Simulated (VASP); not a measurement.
# SiGe3 (R3m) in VASP: single point with PBE

Aim: the single point of SiGe3 with PBE.

Program: VASP 6.6.1. These are calculated values, not measurements. Logs are shortened: lines on timing, memory, paths and dates and some standing lists are left out, and cuts for length are marked.

### Step 1. The cell of the first run

It takes space group R3m (No. 160, trigonal). Conventional cell: a = 3.968 Å, b = 3.968 Å, c = 19.402 Å, α = 90.00°, β = 90.00°, γ = 120.00°. Si (site symmetry 3m) has 4 Ge at 2.40 to 2.42 Å within 3.2 Å. Ge (site symmetry 3m) has 4 Ge at 2.44 to 2.46 Å within 3.2 Å. Ge (site symmetry 3m) has 3 Si at 2.42 Å and 1 Ge at 2.46 Å within 3.2 Å. Within 3.2 Å of Ge (site symmetry 3m) lie 1 Si at 2.40 Å and 3 Ge at 2.44 Å.

### Step 2. Single point, PBE, non-collinear spin, zero start, spin-orbit coupling

Input file INCAR:

```
ALGO = Normal
EDIFF = 1E-6
ENCUT = 520
GGA = PE
GGA_COMPAT = F
ISIF = 2
ISMEAR = -1
KPAR = 4
LASPH = T
LCHARG = F
LNONCOLLINEAR = T
LORBIT = 11
LORBMOM = T
LREAL = F
LSORBIT = T
LWAVE = F
MAGMOM = 0 0 0 0 0 0 0 0 0 0 0 0
NBANDS = 60
NELM = 150
PREC = Accurate
SIGMA = 0.02
```

Input file KPOINTS:

```
k-points
0
Gamma
  8 8 8
```

Input file POSCAR:

```
SiGe3
1.0
    1.9838896584      1.1453992283      6.4671923426
   -1.9838896584      1.1453992283      6.4671923426
    0.0000000000     -2.2907984566      6.4671923426
Si Ge
1 3
Direct
    1.0000856435      0.0000856435      0.0000856435
    0.5000462168      0.5000462168      0.5000462168
    0.3734068926      0.3734068926      0.3734068926
    0.8764612472      0.8764612472      0.8764612472
```

Potentials or basis: VASP PAW PBE potentials, release 64 (Si, Ge_d).

Launch:

```
> cat potpaw_PBE.64/Si/POTCAR potpaw_PBE.64/Ge_d/POTCAR > POTCAR
> mpirun -np 4 vasp_ncl > vasp.out
```

OUTCAR:

```text
EDIFF = 1E-6
   ENCUT = 520
   GGA = PE
   ISIF = 2
   ISMEAR = -1
   LASPH = T
   LNONCOLLINEAR = T
   LORBIT = 11
   LREAL = F
   LSORBIT = T
   NELM = 150
   PREC = Accurate

 ion  position               nearest neighbor table
   1  0.000  0.000  0.000-   4 2.40   3 2.42   3 2.42   3 2.42
   2  0.500  0.500  0.500-   4 2.44   4 2.44   4 2.44   3 2.46
   3  0.373  0.373  0.373-   1 2.42   1 2.42   1 2.42   2 2.46
   4  0.876  0.876  0.876-   1 2.40   2 2.44   2 2.44   2 2.44

  LATTYP: Found a trigonal (rhomboedric) cell.
 ALAT       =     6.8609280979
 COS(alpha) =     0.8327757385

  Lattice vectors:

 A1 = (   1.9838896584,   1.1453992283,   6.4671923426)
 A2 = (  -1.9838896584,   1.1453992283,   6.4671923426)
 A3 = (   0.0000000000,  -2.2907984566,   6.4671923426)

Analysis of symmetry for initial positions (statically):
=====================================================================
 Subroutine PRICEL returns:
 Original cell was already a primitive cell.

 Routine SETGRP: Setting up the symmetry group for a
 trigonal (rhombohedral) supercell.

 Subroutine GETGRP returns: Found  6 space group operations
 (whereof  6 operations were pure point group operations)
 out of a pool of 12 trial point group operations.

The static configuration has the point symmetry C_3v.

Analysis of symmetry for dynamics (positions and initial velocities):
=====================================================================
 Subroutine PRICEL returns:
 Original cell was already a primitive cell.

 Routine SETGRP: Setting up the symmetry group for a
 trigonal (rhombohedral) supercell.

 Subroutine GETGRP returns: Found  6 space group operations
 (whereof  6 operations were pure point group operations)
 out of a pool of 12 trial point group operations.

The dynamic configuration has the point symmetry C_3v.

Analysis of structural, dynamic, and magnetic symmetry:
=====================================================================
 Subroutine PRICEL returns:
 Original cell was already a primitive cell.

 Routine SETGRP: Setting up the symmetry group for a
 trigonal (rhombohedral) supercell.

 Subroutine GETGRP returns: Found  6 space group operations
 (whereof  6 operations were pure point group operations)
 out of a pool of 12 trial point group operations.

The overall configuration has the point symmetry C_3v.

 Subroutine INISYM returns: Found  6 space group operations
 (whereof  6 operations are pure point group operations),
 and found     1 'primitive' translations

----------------------------------------------------------------------------------------

                                     Primitive cell

  volume of cell :      88.1742

  direct lattice vectors                    reciprocal lattice vectors
     1.983889658  1.145399228  6.467192343     0.252030146  0.145509673  0.051542202
    -1.983889658  1.145399228  6.467192343    -0.252030146  0.145509673  0.051542202
     0.000000000 -2.290798457  6.467192343     0.000000000 -0.291019345  0.051542202

  length of vectors
     6.860928098  6.860928098  6.860928098     0.295548402  0.295548402  0.295548402

  position of ions in fractional coordinates (direct lattice)
     0.000085644  0.000085644  0.000085644
     0.500046217  0.500046217  0.500046217
     0.373406893  0.373406893  0.373406893
     0.876461247  0.876461247  0.876461247

  ion indices of the primitive-cell ions
   primitive index   ion index
                 1           1
                 2           2
                 3           3
                 4           4

----------------------------------------------------------------------------------------

 KPOINTS: k-points

Automatic generation of k-mesh.
 Grid dimensions read from file:
[... 109 lines left out ...]

 Free energy of the ion-electron system (eV)
  ---------------------------------------------------
  ext. energy  EPLUGINS =         0.00000000
  ---------------------------------------------------
  free energy    TOTEN  =       -18.90431142 eV

  energy without entropy =      -18.90430992  energy(sigma->0) =      -18.90431067

 E-fermi :   5.3959     XC(G=0):  -9.7981

 val. band max:        5.2549226846   @ k =   0.0000   0.0000   0.0000
 cond. band min:       5.5587584881   @ k =   0.5000   0.5000   0.0000
 fundamental gap:      0.3038358035
 Fermi energy:         5.3959110021

 k-point     1 :       0.0000    0.0000    0.0000
  band No.  band energies     occupation
      1     -19.7697      1.00000
      2     -19.7697      1.00000
      3     -19.7665      1.00000
      4     -19.7665      1.00000
      5     -19.7255      1.00000
      6     -19.7255      1.00000
[... 1453 lines left out ...]
     57      10.3516      0.00000
     58      10.3838      0.00000

 [... further k-points ...]

 [bands above 58 left out]

------------------------ aborting loop because EDIFF is reached ----------------------------------------

  FORCE on cell =-STRESS in cart. coord.  units (eV):
  Direction    XX          YY          ZZ          XY          YZ          ZX
  --------------------------------------------------------------------------------------
  -------------------------------------------------------------------------------------
  Total        1.4019540      1.4019540      1.4908152      0.0000000      0.0000000      0.0000000
  in kB       25.4743391     25.4743391     27.0889999      0.0000000      0.0000000      0.0000000
  external PRESSURE =      26.0125594 kB  Pullay stress =       0.0000000 kB

 VOLUME and BASIS-vectors are now :
 -----------------------------------------------------------------------------
  energy-cutoff  :      520.00
  volume of cell :       88.17
      direct lattice vectors                 reciprocal lattice vectors
     1.983889658  1.145399228  6.467192343     0.252030146  0.145509673  0.051542202
    -1.983889658  1.145399228  6.467192343    -0.252030146  0.145509673  0.051542202
     0.000000000 -2.290798457  6.467192343     0.000000000 -0.291019345  0.051542202

 POSITION                                       TOTAL-FORCE (eV/Angst)
 -----------------------------------------------------------------------------------
      0.00000      0.00000      0.00166         0.000000     -0.000000     -0.001305
      0.00000      0.00000      9.70169         0.000000      0.000000     -0.011622
      0.00000      0.00000      7.24468         0.000000      0.000000     -0.051799
      0.00000      0.00000     17.00473         0.000000      0.000000      0.064726
 -----------------------------------------------------------------------------------
    total drift:                                0.000000      0.000000     -0.000074

  FREE ENERGIE OF THE ION-ELECTRON SYSTEM (eV)
  ---------------------------------------------------
  free  energy   TOTEN  =       -18.9043114194 eV

  energy  without entropy=      -18.9043099243  energy(sigma->0) =      -18.90431067

 orbital moment (x)

 # of ion     p       d       tot
 ----------------------------------------
  1        -0.000   0.000  -0.000
  2        -0.000  -0.000  -0.000
  3         0.000   0.000   0.000
  4         0.000   0.000   0.000
 ----------------------------------------
            0.000   0.000   0.000

 orbital moment (y)

 # of ion     p       d       tot
 ----------------------------------------
  1         0.000   0.000   0.000
  2         0.000   0.000   0.000
  3         0.000  -0.000  -0.000
  4        -0.000  -0.000  -0.000
 ----------------------------------------
            0.000  -0.000  -0.000

 orbital moment (z)

 # of ion     p       d       tot
 ----------------------------------------
  1         0.000   0.000   0.000
  2         0.000   0.000   0.000
  3         0.000   0.000   0.000
  4         0.000  -0.000  -0.000
 ----------------------------------------
            0.000  -0.000  -0.000

 Spin-Orbit-Coupling matrix elements

 Ion:    1  E_soc:     -0.0003932
 l=   1
     0.0000000    -0.0000673    -0.0000619
    -0.0000673     0.0000000    -0.0000673
    -0.0000619    -0.0000673     0.0000000
 l=   2
     0.0000000     0.0000000     0.0000000     0.0000000     0.0000000
     0.0000000     0.0000000     0.0000000     0.0000000     0.0000000
     0.0000000     0.0000000     0.0000000     0.0000000     0.0000000
     0.0000000     0.0000000     0.0000000     0.0000000     0.0000000
     0.0000000     0.0000000     0.0000000     0.0000000     0.0000000
 l=   3
     0.0000000     0.0000000     0.0000000     0.0000000     0.0000000     0.0000000     0.0000000
     0.0000000     0.0000000     0.0000000     0.0000000     0.0000000     0.0000000     0.0000000
     0.0000000     0.0000000     0.0000000     0.0000000     0.0000000     0.0000000     0.0000000
     0.0000000     0.0000000     0.0000000     0.0000000     0.0000000     0.0000000     0.0000000
[... 49 lines left out ...]
 l=   2
     0.0000000    -0.0001905     0.0000000    -0.0001905    -0.0007622
    -0.0001905     0.0000000    -0.0005766    -0.0001896    -0.0001905
     0.0000000    -0.0005766     0.0000000    -0.0005766     0.0000000
    -0.0001905    -0.0001896    -0.0005766     0.0000000    -0.0001905
    -0.0007622    -0.0001905     0.0000000    -0.0001905     0.0000000
 l=   3
     0.0000000     0.0000000     0.0000000     0.0000000     0.0000000     0.0000000     0.0000000
     0.0000000     0.0000000     0.0000000     0.0000000     0.0000000     0.0000000     0.0000000
     0.0000000     0.0000000     0.0000000     0.0000000     0.0000000     0.0000000     0.0000000
     0.0000000     0.0000000     0.0000000     0.0000000     0.0000000     0.0000000     0.0000000
     0.0000000     0.0000000     0.0000000     0.0000000     0.0000000     0.0000000     0.0000000
     0.0000000     0.0000000     0.0000000     0.0000000     0.0000000     0.0000000     0.0000000
     0.0000000     0.0000000     0.0000000     0.0000000     0.0000000     0.0000000     0.0000000

 total charge

# of ion       s       p       d       tot
------------------------------------------
    1        0.763   0.883   0.000   1.647
    2        1.127   1.276  10.025  12.427
    3        1.115   1.303  10.024  12.443
    4        1.123   1.299  10.027  12.449
--------------------------------------------------
tot          4.128   4.761  30.076  38.965

 magnetization (x)

# of ion       s       p       d       tot
------------------------------------------
    1        0.000   0.000   0.000   0.000
    2        0.000  -0.000   0.000  -0.000
    3        0.000  -0.000  -0.000  -0.000
    4        0.000   0.000  -0.000  -0.000
--------------------------------------------------
tot          0.000  -0.000  -0.000  -0.000

 magnetization (y)

# of ion       s       p       d       tot
------------------------------------------
    1        0.000   0.000   0.000   0.000
    2        0.000  -0.000   0.000  -0.000
    3       -0.000   0.000   0.000  -0.000
    4        0.000   0.000   0.000   0.000
--------------------------------------------------
tot         -0.000  -0.000   0.000  -0.000

 magnetization (z)

# of ion       s       p       d       tot
------------------------------------------
    1        0.000   0.000   0.000   0.000
    2        0.000   0.000   0.000   0.000
    3        0.000   0.000   0.000   0.000
    4        0.000   0.000   0.000   0.000
--------------------------------------------------
tot          0.000   0.000   0.000   0.000
```

Run time: 20 min. Hardware: 4 MPI ranks of AMD EPYC 9755, shared host; peak memory 1.6 GiB.

Results:

- Free energy: -18.9043 eV
- Pressure: 2.6 GPa
- Largest force: 0.065 eV/Å
- Net moment: 0.00 μB per cell
- Valence electrons inside the program's atomic spheres: Si 1.65; Ge 12.43, 12.44, 12.45

Forces in eV/Å, atoms in the order of the input:
```
Si   0.000  0.000 -0.001
Ge   0.000  0.000 -0.012
Ge   0.000  0.000 -0.052
Ge   0.000  0.000  0.065
```

Moments on the atoms (μB; x, y, z):
```
Si  0.00 0.00 0.00
Ge  0.00 0.00 0.00
Ge  0.00 0.00 0.00
Ge  0.00 0.00 0.00
```
